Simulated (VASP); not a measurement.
# H2 in VASP: further runs

Runs on H2. Level: PBEsol. Tasks: single point.

Program: VASP 6.6.1. These are calculated values, not measurements. Logs are shortened: lines on timing, memory, paths and dates and some standing lists are left out, and cuts for length are marked.

### 1 The cell of the first run

The cell holds a molecule in a box, 2 atoms: a = 8.000 Å, b = 8.000 Å, c = 8.000 Å, α = 90.00°, β = 90.00°, γ = 90.00°.

### 2 Single point, PBEsol

INCAR

```
PREC = Accurate ; ENCUT = 400
EDIFF = 1E-6 ; ISMEAR = 0
SIGMA = 0.01 ; LREAL = F
LASPH = T ; NELM = 120
ALGO = Normal ; ISIF = 2
LWAVE = F ; LCHARG = F
GGA = PS ; NBANDS = 8
GGA_COMPAT = F ; NELMDL = -8
```

KPOINTS

```
Automatic mesh
0
Gamma
  1 1 1
```

POSCAR

```
H
1.0
    8.0000000000      0.0000000000      0.0000000000
    0.0000000000      8.0000000000      0.0000000000
    0.0000000000      0.0000000000      8.0000000000
H
2
Direct
    0.5000000000      0.5000000000      0.4312500000
    0.5000000000      0.5000000000      0.5687500000
```

Potentials or basis: VASP PAW PBE potentials, release 64 (H).

Command:

```bash
$ cat potpaw_PBE.64/H/POTCAR > POTCAR
$ mpirun -np 1 vasp_gam > vasp.out
```

OUTCAR:

```text
PREC = Accurate
   ENCUT = 400
   EDIFF = 1E-6
   ISMEAR = 0
   LREAL = F
   LASPH = T
   NELM = 120
   ISIF = 2
   GGA = PS
   NELMDL = -8

 ion  position               nearest neighbor table
   1  0.500  0.500  0.431-
   2  0.500  0.500  0.569-

  LATTYP: Found a simple cubic cell.
 ALAT       =     8.0000000000

  Lattice vectors:

 A1 = (   8.0000000000,   0.0000000000,   0.0000000000)
 A2 = (   0.0000000000,   8.0000000000,   0.0000000000)
 A3 = (   0.0000000000,   0.0000000000,   8.0000000000)

Analysis of symmetry for initial positions (statically):
=====================================================================
 Subroutine PRICEL returns:
 Original cell was already a primitive cell.

 Routine SETGRP: Setting up the symmetry group for a
 simple cubic supercell.

 Subroutine GETGRP returns: Found 16 space group operations
 (whereof 16 operations were pure point group operations)
 out of a pool of 48 trial point group operations.

The static configuration has the point symmetry D_4h.

Analysis of symmetry for dynamics (positions and initial velocities):
=====================================================================
 Subroutine PRICEL returns:
 Original cell was already a primitive cell.

 Routine SETGRP: Setting up the symmetry group for a
 simple cubic supercell.

 Subroutine GETGRP returns: Found 16 space group operations
 (whereof 16 operations were pure point group operations)
 out of a pool of 48 trial point group operations.

The dynamic configuration has the point symmetry D_4h.

 Subroutine INISYM returns: Found 16 space group operations
 (whereof 16 operations are pure point group operations),
 and found     1 'primitive' translations

----------------------------------------------------------------------------------------

                                     Primitive cell

  volume of cell :     512.0000

  direct lattice vectors                    reciprocal lattice vectors
     8.000000000  0.000000000  0.000000000     0.125000000  0.000000000  0.000000000
     0.000000000  8.000000000  0.000000000     0.000000000  0.125000000  0.000000000
     0.000000000  0.000000000  8.000000000     0.000000000  0.000000000  0.125000000

  length of vectors
     8.000000000  8.000000000  8.000000000     0.125000000  0.125000000  0.125000000

  position of ions in fractional coordinates (direct lattice)
     0.500000000  0.500000000  0.431250000
     0.500000000  0.500000000  0.568750000

  ion indices of the primitive-cell ions
   primitive index   ion index
                 1           1
                 2           2

----------------------------------------------------------------------------------------

 KPOINTS: Automatic mesh

Automatic generation of k-mesh.
 Grid dimensions read from file:
 generate k-points for:    1    1    1

 Generating k-lattice:

  Cartesian coordinates                     Fractional coordinates (reciprocal lattice)
     0.125000000  0.000000000  0.000000000     1.000000000  0.000000000  0.000000000
     0.000000000  0.125000000  0.000000000     0.000000000  1.000000000  0.000000000
     0.000000000  0.000000000  0.125000000     0.000000000  0.000000000  1.000000000

  Length of vectors
     0.125000000  0.125000000  0.125000000

  Shift w.r.t. Gamma in fractional coordinates (k-lattice)
     0.000000000  0.000000000  0.000000000

 Subroutine IBZKPT returns following result:
 ===========================================

 Found      1 irreducible k-points:

 Following reciprocal coordinates:
            Coordinates               Weight
  0.000000  0.000000  0.000000      1.000000
   k-points           NKPTS =      1   k-points in BZ     NKDIM =      1   number of bands    NBANDS=      8
   number of dos      NEDOS =    301   number of ions     NIONS =      2
   total plane-waves  NPLWV = 157464
   dimension x,y,z NGX =    54 NGY =   54 NGZ =   54
   dimension x,y,z NGXF=   108 NGYF=  108 NGZF=  108
   ions per type =               2
   NGX,Y,Z   is equivalent  to a cutoff of  11.22, 11.22, 11.22 a.u.
   NGXF,Y,Z  is equivalent  to a cutoff of  22.44, 22.44, 22.44 a.u.
 SYSTEM =  unknown system
   PREC   = accura    normal or accurate (medium, high low for compatibility)
   ISTART =      0    job   : 0-new  1-cont  2-samecut
   ICHARG =      2    charge: 1-file 2-atom 10-const
   ISPIN  =      1    spin polarized calculation?
   LNONCOLLINEAR =      F non collinear calculations
   LSORBIT =      F    spin-orbit coupling
   LASPH  =      T    aspherical Exc in radial PAW
   ENCUT  =  400.0 eV  29.40 Ry    5.42 a.u.  13.05 13.05 13.05*2*pi/ulx,y,z
   NELM   =    120;   NELMIN=  2; NELMDL= -8     # of ELM steps
   EDIFF  = 0.1E-05   stopping-criterion for ELM
   LREAL  =      F    real-space projection
   EDIFFG = 0.1E-04   stopping-criterion for IOM
   NSW    =      0    number of steps for IOM
   IBRION =     -1    ionic relax: 0-MD 1-quasi-New 2-CG
   NFREE  =      0    steps in history (QN), initial steepest desc. (CG)
   ISIF   =      2    stress and relaxation
   ISYM   =      2    0-nonsym 1-usesym 2-fastsym
   POTIM  = 0.5000    time-step for ionic-motion
   TEBEG  =    0.0;   TEEND  =   0.0 temperature during run
   PSTRESS=    0.0 pullay stress
   NELECT =       2.0000    total number of electrons
   NUPDOWN=      -1.0000    fix difference up-down
   EMIN   =  10.00;   EMAX   =-10.00  energy-range for DOS
   EFERMI =   0.00;   METHOD = LEGACY
   ISMEAR =     0;   SIGMA  =   0.01  broadening in eV -4-tet -1-fermi 0-gaus
   EFERMI_NEDOS =   21; number of points for ismear=-14 and -15
   IALGO  =     38    algorithm
   IMIX   =      4    mixing-type and parameters
     AMIX     =   0.40;   BMIX     =  1.00
     AMIX_MAG =   1.60;   BMIX_MAG =  1.00
  volume/ion in A,a.u.               =     256.00      1727.57
  Fermi-wavevector in a.u.,A,eV,Ry     =   0.257827  0.487222  0.904443  0.066475
  Thomas-Fermi vector in A             =   1.082725
   LORBIT       =      0    0 simple, 1 ext, 2 COOP (PROOUT), +10 PAW based schemes
   GGA     = PS    functional components
   LHFCALC =     F    Hartree Fock is set to
   AEXX    =    0.0000 exact exchange contribution
   IVDW    =     0    specifies the selected vdW correction
   LEPSILON=     F    determine dielectric tensor
   LRPA    =     F    only Hartree local field effects (RPA)
 non-spin polarized calculation
 Gauss-broadening in eV      SIGMA  =   0.01
  energy-cutoff  :      400.00
  volume of cell :      512.00
 maximum number of plane-waves:      4658
 NGX is ok and might be reduce to    54
   NGX = 27   NGY = 27   NGZ = 27

 number of electron       2.0000000 magnetization

 Free energy of the ion-electron system (eV)
  ---------------------------------------------------
  ext. energy  EPLUGINS =         0.00000000
  ---------------------------------------------------
  free energy    TOTEN  =        -5.46772224 eV

  energy without entropy =       -5.46772224  energy(sigma->0) =       -5.46772224

 E-fermi :  -8.7445     XC(G=0):  -0.8184

 val. band max:       -8.8114324801   @ k =   0.0000   0.0000   0.0000
 cond. band min:      -1.0293351195   @ k =   0.0000   0.0000   0.0000
 fundamental gap:      7.7820973606
 Fermi energy:        -8.7445382721

 k-point     1 :       0.0000    0.0000    0.0000
  band No.  band energies     occupation
      1      -8.8114      2.00000
      2      -1.0293      0.00000
      3      -0.2792      0.00000
      4       1.2621      0.00000
      5       1.2621      0.00000
      6       1.8112      0.00000
      7       1.9189      0.00000
      8       2.4946      0.00000

------------------------ aborting loop because EDIFF is reached ----------------------------------------

  FORCE on cell =-STRESS in cart. coord.  units (eV):
  Direction    XX          YY          ZZ          XY          YZ          ZX
  --------------------------------------------------------------------------------------
  -------------------------------------------------------------------------------------
  Total       -0.0879739     -0.0879739     -4.9896840      0.0000000     -0.0000000      0.0000000
  in kB       -0.2752924     -0.2752924    -15.6139815      0.0000000     -0.0000000      0.0000000
  external PRESSURE =      -5.3881888 kB  Pullay stress =       0.0000000 kB

 VOLUME and BASIS-vectors are now :
 -----------------------------------------------------------------------------
  energy-cutoff  :      400.00
  volume of cell :      512.00
      direct lattice vectors                 reciprocal lattice vectors
     8.000000000  0.000000000  0.000000000     0.125000000  0.000000000  0.000000000
     0.000000000  8.000000000  0.000000000     0.000000000  0.125000000  0.000000000
     0.000000000  0.000000000  8.000000000     0.000000000  0.000000000  0.125000000

 POSITION                                       TOTAL-FORCE (eV/Angst)
 -----------------------------------------------------------------------------------
      4.00000      4.00000      3.45000         0.000000      0.000000      4.475620
      4.00000      4.00000      4.55000         0.000000     -0.000000     -4.475620
 -----------------------------------------------------------------------------------
    total drift:                                0.000000      0.000000      0.000000

  FREE ENERGIE OF THE ION-ELECTRON SYSTEM (eV)
  ---------------------------------------------------
  free  energy   TOTEN  =        -5.4677222401 eV

  energy  without entropy=       -5.4677222401  energy(sigma->0) =       -5.46772224
```

It took 20 s on 1 thread of AMD EPYC 7R43 (Zen 3), shared host; peak memory 0.33 GiB.

What came out:

```yaml
Free_energy: -5.4677 eV
Largest_force: 4.476 eV/Å
Gap_between_the_frontier_levels: 7.78 eV
```

Forces on the atoms (eV/Å):
```
H    0.000  0.000  4.476
H    0.000  0.000 -4.476
```

Levels at points of the mesh, in eV from the valence-band top:
```csv
k point,band 1,band 2,band 3,band 4
"(0.00, 0.00, 0.00)",0.00,7.78,8.53,10.07
```

Caveat: the PAW data sets were made with another functional, which shifts forces and pressure a little.

### 3 Single point, PBEsol

INCAR

```
PREC = Accurate
ENCUT = 400
EDIFF = 1E-6
ISMEAR = 0
SIGMA = 0.01
LREAL = F
LASPH = T
NELM = 120
ALGO = Normal
ISIF = 2
LWAVE = F
LCHARG = F
GGA = PS
NBANDS = 8
GGA_COMPAT = F
NELMDL = -8
```

KPOINTS is that of step 2.

POSCAR

```
H
1.0
    8.0000000000      0.0000000000      0.0000000000
    0.0000000000      8.0000000000      0.0000000000
    0.0000000000      0.0000000000      8.0000000000
H
2
Direct
    0.5000000000      0.5000000000      0.4250000000
    0.5000000000      0.5000000000      0.5750000000
```

Potentials or basis: VASP PAW PBE potentials, release 64 (H).

Command:

```bash
$ cat potpaw_PBE.64/H/POTCAR > POTCAR
$ mpirun -np 1 vasp_gam > vasp.out
```

Wall time 20 s (1 thread of AMD EPYC 7R43 (Zen 3), shared host); peak memory 0.33 GiB.

The run converged. Its results:

```yaml
Free_energy: -5.0128 eV
Largest_force: 4.579 eV/Å
Gap_between_the_frontier_levels: 6.95 eV
```

Forces on the atoms (eV/Å):
```
H    0.000  0.000  4.579
H    0.000  0.000 -4.579
```

Levels at points of the mesh, in eV from the valence-band top:
```csv
k point,band 1,band 2,band 3,band 4,band 5
"(0.00, 0.00, 0.00)",0.00,6.95,8.25,9.76,9.76
```

Caveat: the PAW data sets were made with another functional, which shifts forces and pressure a little.
